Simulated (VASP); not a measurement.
# Si2BN (P-4m2) in VASP: relaxation of cell and atoms with PBE

Aim: the relaxation of cell and atoms of Si2BN with PBE.

Everything below comes from runs of VASP 6.6.1. Logs are shortened: lines on timing, memory, paths and dates and some standing lists are left out, and cuts for length are marked.

## (1) The cell of the first run

The structure is tetragonal, space group P-4m2 (No. 115). The conventional cell has a = 3.205 Å, b = 3.205 Å, c = 4.328 Å, α = 90.00°, β = 90.00°, γ = 90.00°. Si (site symmetry 2mm) has 2 B at 1.93 Å and 2 N at 1.93 Å within 2.6 Å. Within 2.6 Å of B (site symmetry -4m2) lie 4 Si at 1.93 Å. N (site symmetry -4m2) has 4 Si at 1.93 Å within 2.6 Å.

## (2) Relaxation of cell and atoms, PBE

The input, INCAR:

```
SYSTEM = Si2BN
  ALGO = Normal
  EDIFF = 1E-7
  EDIFFG = -0.01
  ENCUT = 600
  GGA = PE
  IBRION = 2
  ISIF = 3
  ISMEAR = 0
  LASPH = .TRUE.
  LCHARG = .FALSE.
  LREAL = .FALSE.
  LWAVE = .FALSE.
  NELM = 80
  NSW = 100
  PREC = Accurate
  SIGMA = 0.1
```

The input, KPOINTS:

```
k-points
0
G
  14 14 12
  0 0 0
```

The input, POSCAR:

```
Si2BN
1.0
    3.2045838879      0.0000000000      0.0000000000
    0.0000000000      3.2045838879      0.0000000000
    0.0000000000      0.0000000000      4.3277436382
Si B N
2 1 1
Direct
    0.5000000000      0.0000000000      0.2497826119
    0.0000000000      0.5000000000      0.7502173881
    0.5000000000      0.5000000000      0.0000000000
    0.0000000000      0.0000000000      0.5000000000
```

Potentials or basis: VASP PAW PBE potentials, release 64 (Si, B, N).

Command:

```console
> cat potpaw_PBE.64/Si/POTCAR potpaw_PBE.64/B/POTCAR potpaw_PBE.64/N/POTCAR > POTCAR
> mpirun -np 1 vasp_std > vasp.out
```

OUTCAR:

```text
SYSTEM = Si2BN
   EDIFF = 1E-7
   EDIFFG = -0.01
   ENCUT = 600
   GGA = PE
   IBRION = 2
   ISIF = 3
   ISMEAR = 0
   LASPH = .TRUE.
   LREAL = .FALSE.
   NELM = 80
   NSW = 100
   PREC = Accurate

 ion  position               nearest neighbor table
   1  0.500  0.000  0.250-   3 1.93   3 1.93   4 1.93   4 1.93   2 3.13   2 3.13   2 3.13   2 3.13
                             2 3.13   2 3.13   2 3.13   2 3.13
   2  0.000  0.500  0.750-   3 1.93   3 1.93   4 1.93   4 1.93   1 3.13   1 3.13   1 3.13   1 3.13
                             1 3.13   1 3.13   1 3.13   1 3.13
   3  0.500  0.500  0.000-   1 1.93   2 1.93   1 1.93   2 1.93
   4  0.000  0.000  0.500-   1 1.93   2 1.93   2 1.93   1 1.93

  LATTYP: Found a simple tetragonal cell.
 ALAT       =     3.2045838879
 C/A-ratio  =     1.3504853640

  Lattice vectors:

 A1 = (   3.2045838879,   0.0000000000,   0.0000000000)
 A2 = (   0.0000000000,   3.2045838879,   0.0000000000)
 A3 = (   0.0000000000,   0.0000000000,   4.3277436382)

Analysis of symmetry for initial positions (statically):
=====================================================================
 Subroutine PRICEL returns:
 Original cell was already a primitive cell.

 Routine SETGRP: Setting up the symmetry group for a
 simple tetragonal supercell.

 Subroutine GETGRP returns: Found  8 space group operations
 (whereof  8 operations were pure point group operations)
 out of a pool of 16 trial point group operations.

The static configuration has the point symmetry D_2d.

Analysis of symmetry for dynamics (positions and initial velocities):
=====================================================================
 Subroutine PRICEL returns:
 Original cell was already a primitive cell.

 Routine SETGRP: Setting up the symmetry group for a
 simple tetragonal supercell.

 Subroutine GETGRP returns: Found  8 space group operations
 (whereof  8 operations were pure point group operations)
 out of a pool of 16 trial point group operations.

The dynamic configuration has the point symmetry D_2d.

 Subroutine INISYM returns: Found  8 space group operations
 (whereof  8 operations are pure point group operations),
 and found     1 'primitive' translations

----------------------------------------------------------------------------------------

                                     Primitive cell

  volume of cell :      44.4431

  direct lattice vectors                    reciprocal lattice vectors
[... 114 lines left out ...]
  Thomas-Fermi vector in A             =   2.301144
   LORBIT       =      0    0 simple, 1 ext, 2 COOP (PROOUT), +10 PAW based schemes
   GGA     = PE    functional components
   LHFCALC =     F    Hartree Fock is set to
   AEXX    =    0.0000 exact exchange contribution
   IVDW    =     0    specifies the selected vdW correction
   LEPSILON=     F    determine dielectric tensor
   LRPA    =     F    only Hartree local field effects (RPA)
 conjugate gradient relaxation of ions
 non-spin polarized calculation
 Gauss-broadening in eV      SIGMA  =   0.10
  energy-cutoff  :      600.00
  volume of cell :       44.44
 maximum number of plane-waves:      1505
 NGX is ok and might be reduce to    28
   NGX = 13   NGY = 13   NGZ = 17

--------------------------------------- Ionic step        1  -------------------------------------------

 number of electron      16.0000000 magnetization

 Free energy of the ion-electron system (eV)
  ---------------------------------------------------
  ext. energy  EPLUGINS =         0.00000000
  ---------------------------------------------------
  free energy    TOTEN  =       -27.04534565 eV

  energy without entropy =      -27.04403110  energy(sigma->0) =      -27.04468838

------------------------ aborting loop because EDIFF is reached ----------------------------------------

  FORCE on cell =-STRESS in cart. coord.  units (eV):
  Direction    XX          YY          ZZ          XY          YZ          ZX
  --------------------------------------------------------------------------------------
  -------------------------------------------------------------------------------------
  Total       -0.0386985     -0.0386985     -0.1527861      0.0000000     -0.0000000      0.0000000
  in kB       -1.3950830     -1.3950830     -5.5079464      0.0000000     -0.0000000      0.0000000
  external PRESSURE =      -2.7660374 kB  Pullay stress =       0.0000000 kB
[... 101 lines left out ...]
--------------------------------------- Ionic step        4  -------------------------------------------

 number of electron      16.0000000 magnetization

 Free energy of the ion-electron system (eV)
  ---------------------------------------------------
  ext. energy  EPLUGINS =         0.00000000
  ---------------------------------------------------
  free energy    TOTEN  =       -27.04569476 eV

  energy without entropy =      -27.04440666  energy(sigma->0) =      -27.04505071

 E-fermi :   7.9945     XC(G=0): -11.0266

 val. band max:        7.9879482845   @ k =   0.5000   0.5000   0.0000
 cond. band min:       8.0374682631   @ k =   0.5000   0.0000   0.4167
 fundamental gap:      0.0495199785
 Fermi energy:         7.9944889631

 k-point     1 :       0.0000    0.0000    0.0000
  band No.  band energies     occupation
      1      -9.6295      2.00000
      2      -2.1604      2.00000
      3      -0.2820      2.00000
      4       2.7444      2.00000
      5       2.7444      2.00000
      6       7.0784      2.00000
      7       7.4046      2.00000
      8       7.8878      1.86878
      9       7.8878      1.86878
     10      10.8186      0.00000
     11      13.8885      0.00000
     12      13.9516      0.00000
[... 331 lines left out ...]
 k-point    24 :       0.3571    0.2143    0.0000
  band No.  band energies     occupation
      1      -8.5475      2.00000
      2      -2.2754      2.00000
      3       0.1017      2.00000
      4       1.9387      2.00000
      5       2.3987      2.00000
      6       3.8479      2.00000
      7       5.1422      2.00000
      8       5.9651      2.00000
      9      10.9318      0.00000
     10      11.4348      0.00000
     11      13.4246      0.00000
     12      14.1116      0.00000

 [... further k-points ...]

------------------------ aborting loop because EDIFF is reached ----------------------------------------

  FORCE on cell =-STRESS in cart. coord.  units (eV):
  Direction    XX          YY          ZZ          XY          YZ          ZX
  --------------------------------------------------------------------------------------
  -------------------------------------------------------------------------------------
  Total        0.0001987      0.0001987     -0.0211521      0.0000000     -0.0000000      0.0000000
  in kB        0.0071724      0.0071724     -0.7635016      0.0000000     -0.0000000      0.0000000
  external PRESSURE =      -0.2497189 kB  Pullay stress =       0.0000000 kB
[... 19 lines left out ...]
  FREE ENERGIE OF THE ION-ELECTRON SYSTEM (eV)
  ---------------------------------------------------
  free  energy   TOTEN  =       -27.0456947614 eV

  energy  without entropy=      -27.0444066633  energy(sigma->0) =      -27.04505071

 reached required accuracy - stopping structural energy minimisation
```

OSZICAR:

```text
N       E                     dE             d eps       ncg     rms          rms(c)
DAV:   1     0.480115075126E+02    0.48012E+02   -0.80424E+03  6048   0.133E+03
DAV:   2    -0.267664540325E+02   -0.74778E+02   -0.68025E+02  8444   0.217E+02
DAV:   3    -0.305704757830E+02   -0.38040E+01   -0.37736E+01  7920   0.519E+01
[... 33 lines left out ...]
DAV:   2    -0.270456966589E+02    0.11854E-04   -0.41179E-05  7604   0.643E-02    0.111E-02
DAV:   3    -0.270456955533E+02    0.11056E-05   -0.57370E-06  7308   0.236E-02    0.547E-03
DAV:   4    -0.270456949324E+02    0.62084E-06   -0.98956E-07  7860   0.910E-03    0.141E-03
DAV:   5    -0.270456948083E+02    0.12410E-06   -0.16014E-07  5104   0.438E-03    0.770E-04
DAV:   6    -0.270456947614E+02    0.46908E-07   -0.43796E-08  3472   0.196E-03
   4 F= -.27045695E+02 E0= -.27045051E+02  d E =-.244500E-04
```

CONTCAR:

```text
Si2BN
   1.00000000000000
     3.2050726107928202    0.0000000000000000    0.0000000000000000
     0.0000000000000000    3.2050726107928202   -0.0000000000000000
     0.0000000000000000   -0.0000000000000000    4.3209452924094611
  Si              B               N
     2     1     1
Direct
     0.5000000000000000    0.0000000000000000    0.2490992583973275
     0.0000000000000000    0.5000000000000000    0.7509007416026725
     0.5000000000000000    0.5000000000000000    0.0000000000000000
     0.0000000000000000    0.0000000000000000    0.5000000000000000

  0.00000000E+00  0.00000000E+00  0.00000000E+00
  0.00000000E+00  0.00000000E+00  0.00000000E+00
  0.00000000E+00  0.00000000E+00  0.00000000E+00
  0.00000000E+00  0.00000000E+00  0.00000000E+00
```

Run time: 6.8 min. Hardware: 1 thread of Intel Xeon 8259CL, shared host; peak memory 0.31 GiB.

Results:

```yaml
Free_energy: -27.0457 eV
Relaxed_volume: 11.10 Å³/atom
Relaxed_cell: a = 3.205 Å, b = 3.205 Å, c = 4.321 Å, α = 90.00°, β = 90.00°, γ = 90.00°
Space_group_after_relaxing_to_0.1_Å: P-4m2 (No. 115)
Energy_gained_by_relaxing: 0.1 meV/atom
Ionic_steps: 4
Pressure_after_relaxing: 0.0 GPa
Largest_force_after_relaxing: 0.006 eV/Å
Band_gap_on_the_k_mesh: zero (bands 8 and 9 overlap by 0.24 eV)
```

Forces in eV/Å, atoms in the order of the input:
```
Si   0.000  0.000  0.006
Si   0.000  0.000 -0.006
B    0.000  0.000  0.000
N    0.000  0.000  0.000
```

The path:
```
step  energy change (eV)  largest force (eV/Å)  pressure (GPa)  volume (Å³)
   1              0.0000                0.0789           -0.28        44.44
   2             -0.0003                0.0312            0.25        44.32
   3             -0.0003                0.0013            0.09        44.36
   4             -0.0003                0.0058           -0.02        44.39
```

Final structure:
```
Si B N
1.0
     3.20507    0.00000    0.00000
     0.00000    3.20507    0.00000
     0.00000    0.00000    4.32095
Si B N
2 1 1
Direct
  0.50000 0.00000 0.24910
  0.00000 0.50000 0.75090
  0.50000 0.50000 0.00000
  0.00000 0.00000 0.50000
```

Caveat: semilocal functionals underestimate gaps, and a narrow one can read as zero.

The gap in the log of VASP goes by the Fermi energy; the results here count the filled bands.